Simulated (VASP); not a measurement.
# RbBr (P6/mmm) in VASP: a series of runs

The runs below take RbBr through single point, with PBE.

Everything below comes from runs of VASP 6.6.1. Logs are shortened: lines on timing, memory, paths and dates and some standing lists are left out, and cuts for length are marked.

**1. The cell of the first run**

The structure is hexagonal, space group P6/mmm (No. 191). Conventional cell: a = 7.024 Å, b = 7.024 Å, c = 5.667 Å, α = 90.00°, β = 90.00°, γ = 120.00°. Rb (site symmetry mmm) has 6 Br at 3.48 to 3.51 Å and 4 Rb at 3.51 Å within 4.6 Å. Br (site symmetry 6/mmm) has 6 Rb at 3.51 Å within 4.6 Å. Br (site symmetry -6m2) has 6 Rb at 3.48 Å and 3 Br at 4.06 Å within 4.6 Å.

**2. Single point, PBE**

The input, INCAR:

```
SYSTEM = RbBr
  PREC = Accurate
  ENCUT = 520
  EDIFF = 1E-6
  ISMEAR = 0
  SIGMA = 0.1
  LREAL = .FALSE.
  LASPH = .TRUE.
  NELM = 100
  ALGO = Normal
  ISIF = 2
  LWAVE = .FALSE.
  LCHARG = .FALSE.
  GGA = PE
  NBANDS = 33
```

The input, KPOINTS:

```
regular mesh
0
G
  3 3 4
  0 0 0
```

The input, POSCAR:

```
RbBr
1.0
    7.0244621846      0.0000000000      0.0000000000
   -3.5122310923      6.0833626998      0.0000000000
    0.0000000000      0.0000000000      5.6674638080
Rb Br
3 3
Direct
    0.5000000000      0.0000000000      0.0000000000
    0.5000000000      0.5000000000      0.0000000000
    0.0000000000      0.5000000000      0.0000000000
    0.0000000000      0.0000000000      0.0000000000
    0.3333333333      0.6666666667      0.5000000000
    0.6666666667      0.3333333333      0.5000000000
```

Potentials or basis: VASP PAW PBE potentials, release 64 (Rb_sv, Br).

Run with:

```console
$ cat potpaw_PBE.64/Rb_sv/POTCAR potpaw_PBE.64/Br/POTCAR > POTCAR
$ mpirun -np 1 vasp_std > vasp.out
```

OUTCAR:

```text
SYSTEM = RbBr
   PREC = Accurate
   ENCUT = 520
   EDIFF = 1E-6
   ISMEAR = 0
   LREAL = .FALSE.
   LASPH = .TRUE.
   NELM = 100
   ISIF = 2
   GGA = PE

 ion  position               nearest neighbor table
   1  0.500  0.000  0.000-   5 3.48   6 3.48   5 3.48   6 3.48   4 3.51   4 3.51   2 3.51   2 3.51
                             3 3.51   3 3.51
   2  0.500  0.500  0.000-   5 3.48   6 3.48   5 3.48   6 3.48   3 3.51   3 3.51   4 3.51   1 3.51
                             1 3.51   4 3.51
   3  0.000  0.500  0.000-   5 3.48   6 3.48   5 3.48   6 3.48   2 3.51   2 3.51   4 3.51   4 3.51
                             1 3.51   1 3.51
   4  0.000  0.000  0.000-   1 3.51   1 3.51   3 3.51   3 3.51   2 3.51   2 3.51
   5  0.333  0.667  0.500-   3 3.48   3 3.48   1 3.48   1 3.48   2 3.48   2 3.48
   6  0.667  0.333  0.500-   3 3.48   3 3.48   1 3.48   1 3.48   2 3.48   2 3.48

  LATTYP: Found a hexagonal cell.
 ALAT       =     7.0244621846
 C/A-ratio  =     0.8068181818

  Lattice vectors:

 A1 = (   7.0244621846,   0.0000000000,   0.0000000000)
 A2 = (  -3.5122310923,   6.0833626998,   0.0000000000)
 A3 = (   0.0000000000,   0.0000000000,   5.6674638080)

Analysis of symmetry for initial positions (statically):
=====================================================================
 Subroutine PRICEL returns:
 Original cell was already a primitive cell.

 Routine SETGRP: Setting up the symmetry group for a
 hexagonal supercell.

 Subroutine GETGRP returns: Found 24 space group operations
 (whereof 24 operations were pure point group operations)
 out of a pool of 24 trial point group operations.

The static configuration has the point symmetry D_6h.

Analysis of symmetry for dynamics (positions and initial velocities):
=====================================================================
 Subroutine PRICEL returns:
 Original cell was already a primitive cell.

 Routine SETGRP: Setting up the symmetry group for a
 hexagonal supercell.

 Subroutine GETGRP returns: Found 24 space group operations
 (whereof 24 operations were pure point group operations)
 out of a pool of 24 trial point group operations.

The dynamic configuration has the point symmetry D_6h.

 Subroutine INISYM returns: Found 24 space group operations
 (whereof 24 operations are pure point group operations),
 and found     1 'primitive' translations

----------------------------------------------------------------------------------------

                                     Primitive cell

  volume of cell :     242.1841

  direct lattice vectors                    reciprocal lattice vectors
     7.024462185  0.000000000  0.000000000     0.142359653  0.082191384  0.000000000
    -3.512231092  6.083362700  0.000000000     0.000000000  0.164382768  0.000000000
     0.000000000  0.000000000  5.667463808     0.000000000  0.000000000  0.176445767

  length of vectors
     7.024462185  7.024462185  5.667463808     0.164382768  0.164382768  0.176445767

  position of ions in fractional coordinates (direct lattice)
     0.500000000  0.000000000  0.000000000
     0.500000000  0.500000000  0.000000000
     0.000000000  0.500000000  0.000000000
     0.000000000  0.000000000  0.000000000
     0.333333333  0.666666667  0.500000000
     0.666666667  0.333333333  0.500000000

  ion indices of the primitive-cell ions
   primitive index   ion index
                 1           1
                 2           2
                 3           3
                 4           4
                 5           5
                 6           6

----------------------------------------------------------------------------------------

 KPOINTS: regular mesh

Automatic generation of k-mesh.
 Grid dimensions read from file:
 generate k-points for:    3    3    4

 Generating k-lattice:

  Cartesian coordinates                     Fractional coordinates (reciprocal lattice)
     0.047453218  0.027397128  0.000000000     0.333333333  0.000000000  0.000000000
     0.000000000  0.054794256  0.000000000     0.000000000  0.333333333  0.000000000
     0.000000000  0.000000000  0.044111442     0.000000000  0.000000000  0.250000000

  Length of vectors
     0.054794256  0.054794256  0.044111442

  Shift w.r.t. Gamma in fractional coordinates (k-lattice)
     0.000000000  0.000000000  0.000000000

 Subroutine IBZKPT returns following result:
 ===========================================

 Found      9 irreducible k-points:

 Following reciprocal coordinates:
            Coordinates               Weight
  0.000000  0.000000  0.000000      1.000000
  0.333333  0.000000  0.000000      6.000000
  0.333333  0.333333  0.000000      2.000000
  0.000000  0.000000  0.250000      2.000000
  0.333333  0.000000  0.250000     12.000000
  0.333333  0.333333  0.250000      4.000000
  0.000000  0.000000  0.500000      1.000000
  0.333333  0.000000  0.500000      6.000000
  0.333333  0.333333  0.500000      2.000000
   k-points           NKPTS =      9   k-points in BZ     NKDIM =      9   number of bands    NBANDS=     33
   number of dos      NEDOS =    301   number of ions     NIONS =      6
   total plane-waves  NPLWV = 122472
   dimension x,y,z NGX =    54 NGY =   54 NGZ =   42
   dimension x,y,z NGXF=   108 NGYF=  108 NGZF=   84
   ions per type =               3   3
   NGX,Y,Z   is equivalent  to a cutoff of  12.78, 12.78, 12.32 a.u.
   NGXF,Y,Z  is equivalent  to a cutoff of  25.56, 25.56, 24.64 a.u.
 SYSTEM =  RbBr
   PREC   = accura    normal or accurate (medium, high low for compatibility)
   ISTART =      0    job   : 0-new  1-cont  2-samecut
   ICHARG =      2    charge: 1-file 2-atom 10-const
   ISPIN  =      1    spin polarized calculation?
   LNONCOLLINEAR =      F non collinear calculations
   LSORBIT =      F    spin-orbit coupling
   LASPH  =      T    aspherical Exc in radial PAW
   ENCUT  =  520.0 eV  38.22 Ry    6.18 a.u.  13.06 13.06 10.54*2*pi/ulx,y,z
   NELM   =    100;   NELMIN=  2; NELMDL= -5     # of ELM steps
   EDIFF  = 0.1E-05   stopping-criterion for ELM
   LREAL  =      F    real-space projection
   EDIFFG = 0.1E-04   stopping-criterion for IOM
   NSW    =      0    number of steps for IOM
   IBRION =     -1    ionic relax: 0-MD 1-quasi-New 2-CG
   NFREE  =      0    steps in history (QN), initial steepest desc. (CG)
   ISIF   =      2    stress and relaxation
   ISYM   =      2    0-nonsym 1-usesym 2-fastsym
   POTIM  = 0.5000    time-step for ionic-motion
   TEBEG  =    0.0;   TEEND  =   0.0 temperature during run
   PSTRESS=    0.0 pullay stress
   NELECT =      48.0000    total number of electrons
   NUPDOWN=      -1.0000    fix difference up-down
   EMIN   =  10.00;   EMAX   =-10.00  energy-range for DOS
   EFERMI =   0.00;   METHOD = LEGACY
   ISMEAR =     0;   SIGMA  =   0.10  broadening in eV -4-tet -1-fermi 0-gaus
   EFERMI_NEDOS =   21; number of points for ismear=-14 and -15
   IALGO  =     38    algorithm
   IMIX   =      4    mixing-type and parameters
     AMIX     =   0.40;   BMIX     =  1.00
     AMIX_MAG =   1.60;   BMIX_MAG =  1.00
  volume/ion in A,a.u.               =      40.36       272.39
  Fermi-wavevector in a.u.,A,eV,Ry     =   0.954494  1.803733 12.395718  0.911060
  Thomas-Fermi vector in A             =   2.083246
   LORBIT       =      0    0 simple, 1 ext, 2 COOP (PROOUT), +10 PAW based schemes
   GGA     = PE    functional components
   LHFCALC =     F    Hartree Fock is set to
   AEXX    =    0.0000 exact exchange contribution
   IVDW    =     0    specifies the selected vdW correction
   LEPSILON=     F    determine dielectric tensor
   LRPA    =     F    only Hartree local field effects (RPA)
 non-spin polarized calculation
 Gauss-broadening in eV      SIGMA  =   0.10
  energy-cutoff  :      520.00
  volume of cell :      242.18
 maximum number of plane-waves:      6556
 NGX is ok and might be reduce to    54
   NGX = 27   NGY = 27   NGZ = 21

 number of electron      47.9999996 magnetization

 Free energy of the ion-electron system (eV)
  ---------------------------------------------------
  ext. energy  EPLUGINS =         0.00000000
  ---------------------------------------------------
  free energy    TOTEN  =       -16.38781113 eV

  energy without entropy =      -16.38781113  energy(sigma->0) =      -16.38781113

 E-fermi :  -0.6631     XC(G=0):  -7.2119

 val. band max:       -1.1514070486   @ k =   0.3333   0.3333   0.0000
 cond. band min:       1.9179679017   @ k =   0.0000   0.0000   0.0000
 fundamental gap:      3.0693749503
 Fermi energy:        -0.6631152381

 k-point     1 :       0.0000    0.0000    0.0000
  band No.  band energies     occupation
      1     -27.3358      2.00000
      2     -27.1673      2.00000
      3     -27.1673      2.00000
      4     -13.7926      2.00000
      5     -13.7363      2.00000
      6     -13.7333      2.00000
[... 25 lines left out ...]
     32       6.9625      0.00000
     33       7.0704      0.00000

 k-point     2 :       0.3333    0.0000    0.0000
  band No.  band energies     occupation
      1     -27.3009      2.00000
      2     -27.2038      2.00000
      3     -27.1675      2.00000
      4     -13.8323      2.00000
      5     -13.7331      2.00000
      6     -13.7217      2.00000
[... 25 lines left out ...]
     32       5.9091      0.00000
     33       6.2667      0.00000

 k-point     3 :       0.3333    0.3333    0.0000
  band No.  band energies     occupation
      1     -27.2526      2.00000
      2     -27.2526      2.00000
      3     -27.1677      2.00000
      4     -13.8547      2.00000
      5     -13.7216      2.00000
      6     -13.7216      2.00000
[... 25 lines left out ...]
     32       5.9016      0.00000
     33       5.9016      0.00000

 k-point     4 :       0.0000    0.0000    0.2500
  band No.  band energies     occupation
      1     -27.3354      2.00000
      2     -27.1672      2.00000
      3     -27.1672      2.00000
      4     -13.8235      2.00000
      5     -13.7732      2.00000
      6     -13.6694      2.00000
[... 25 lines left out ...]
     32       5.4663      0.00000
     33       6.8833      0.00000

 k-point     5 :       0.3333    0.0000    0.2500
  band No.  band energies     occupation
      1     -27.3005      2.00000
      2     -27.2036      2.00000
      3     -27.1673      2.00000
      4     -13.8309      2.00000
      5     -13.7792      2.00000
      6     -13.6915      2.00000
[... 25 lines left out ...]
     32       5.8741      0.00000
     33       6.7681      0.00000

 k-point     6 :       0.3333    0.3333    0.2500
  band No.  band energies     occupation
      1     -27.2524      2.00000
      2     -27.2524      2.00000
      3     -27.1676      2.00000
      4     -13.8533      2.00000
      5     -13.7324      2.00000
      6     -13.7324      2.00000
[... 25 lines left out ...]
     32       6.0194      0.00000
     33       6.0194      0.00000

 k-point     7 :       0.0000    0.0000    0.5000
  band No.  band energies     occupation
      1     -27.3350      2.00000
      2     -27.1670      2.00000
      3     -27.1670      2.00000
      4     -13.8811      2.00000
      5     -13.7778      2.00000
      6     -13.5952      2.00000
[... 25 lines left out ...]
     32       5.2780      0.00000
     33       6.6131      0.00000

 k-point     8 :       0.3333    0.0000    0.5000
  band No.  band energies     occupation
      1     -27.3002      2.00000
      2     -27.2034      2.00000
      3     -27.1672      2.00000
      4     -13.8285      2.00000
      5     -13.8240      2.00000
      6     -13.6593      2.00000
[... 25 lines left out ...]
     32       5.5906      0.00000
     33       6.2853      0.00000

 k-point     9 :       0.3333    0.3333    0.5000
  band No.  band energies     occupation
      1     -27.2521      2.00000
      2     -27.2521      2.00000
      3     -27.1674      2.00000
      4     -13.8520      2.00000
      5     -13.7434      2.00000
      6     -13.7434      2.00000
[... 25 lines left out ...]
     32       6.0484      0.00000
     33       6.0491      0.00000

------------------------ aborting loop because EDIFF is reached ----------------------------------------

  FORCE on cell =-STRESS in cart. coord.  units (eV):
  Direction    XX          YY          ZZ          XY          YZ          ZX
  --------------------------------------------------------------------------------------
  -------------------------------------------------------------------------------------
  Total        4.4895010      4.4895010     -4.7192179      0.0000000      0.0000000      0.0000000
  in kB       29.7004553     29.7004553    -31.2201562      0.0000000      0.0000000      0.0000000
  external PRESSURE =       9.3935848 kB  Pullay stress =       0.0000000 kB

 VOLUME and BASIS-vectors are now :
 -----------------------------------------------------------------------------
  energy-cutoff  :      520.00
  volume of cell :      242.18
      direct lattice vectors                 reciprocal lattice vectors
     7.024462185  0.000000000  0.000000000     0.142359653  0.082191384  0.000000000
    -3.512231092  6.083362700  0.000000000     0.000000000  0.164382768  0.000000000
     0.000000000  0.000000000  5.667463808     0.000000000  0.000000000  0.176445767

 POSITION                                       TOTAL-FORCE (eV/Angst)
 -----------------------------------------------------------------------------------
      3.51223      0.00000      0.00000        -0.000000     -0.000000     -0.000000
      1.75612      3.04168      0.00000        -0.000000     -0.000000     -0.000000
     -1.75612      3.04168      0.00000        -0.000000     -0.000000     -0.000000
      0.00000      0.00000      0.00000        -0.000000     -0.000000     -0.000000
     -0.00000      4.05558      2.83373         0.000000      0.000000     -0.000000
      3.51223      2.02779      2.83373         0.000000     -0.000000      0.000000
 -----------------------------------------------------------------------------------
    total drift:                                0.000000     -0.000000      0.000000

  FREE ENERGIE OF THE ION-ELECTRON SYSTEM (eV)
  ---------------------------------------------------
  free  energy   TOTEN  =       -16.3878111253 eV

  energy  without entropy=      -16.3878111253  energy(sigma->0) =      -16.38781113
```

Wall time 2.3 min (1 thread of Oxide Virtual Turin-like, shared host); peak memory 0.31 GiB.

What came out:

```
Free energy            : -16.3878 eV
Pressure               : 0.9 GPa
Band gap on the k mesh : 3.07 eV (least direct gap 3.19 eV)
```

Stress tensor (GPa, compression positive):
```
 2.97  0.00  0.00
 0.00  2.97  0.00
 0.00  0.00 -3.12
```

Caveat: the stress differs along the axes, from -3 to 3 GPa. A k mesh can miss the band edges.

(Part 1 of 2 ends here.)
